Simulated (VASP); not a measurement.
Input of a VASP 6.6.1 run:

File POSCAR:

```
Ru
1.0
    0.0000000000      1.9113289501      1.9113289501
    1.9113289501      0.0000000000      1.9113289501
    1.9113289501      1.9113289501      0.0000000000
Ru
1
Direct
    0.0000000000      0.0000000000      0.0000000000
```

INCAR.step1

```
  ALGO = Normal
  EDIFF = 1E-5
  ENCUT = 420
  GGA = PE
  GGA_COMPAT = F
  ISIF = 2
  ISMEAR = -1
  LASPH = T
  LCHARG = F
  LREAL = F
  LWAVE = T
  NBANDS = 14
  NELM = 120
  PREC = Accurate
  SIGMA = 0.1
```

The input INCAR.step2:

```
  ALGO = Normal
  EDIFF = 1E-6
  ENCUT = 420
  GGA = PE
  GGA_COMPAT = F
  HFSCREEN = 0.2079
  ISIF = 2
  ISMEAR = -1
  ISTART = 1
  LASPH = T
  LCHARG = F
  LHFCALC = T
  LREAL = F
  LWAVE = F
  NBANDS = 14
  NELM = 120
  PREC = Accurate
  PRECFOCK = Normal
  SIGMA = 0.1
```

File KPOINTS:

```
k-points
0
Gamma
  6 6 6
```

Potentials or basis: VASP PAW PBE potentials, release 64 (Ru_sv).

Launch:

```console
$ cat potpaw_PBE.64/Ru_sv/POTCAR > POTCAR
$ cp INCAR.step1 INCAR
$ mpirun -np 1 vasp_std > vasp.out
$ cp INCAR.step2 INCAR
$ mpirun -np 1 vasp_std > vasp.out
```

Predict the band gap on the k mesh.

zero (bands 8 and 9 overlap by 4.32 eV).

What does it give for the pressure?

-15.7 GPa.

Caveat: the k points lie up to 0.47 Å⁻¹ apart, too coarse for converged energies and pressures of a metal; the PAW data sets were made with another functional, which shifts forces and pressure a little.
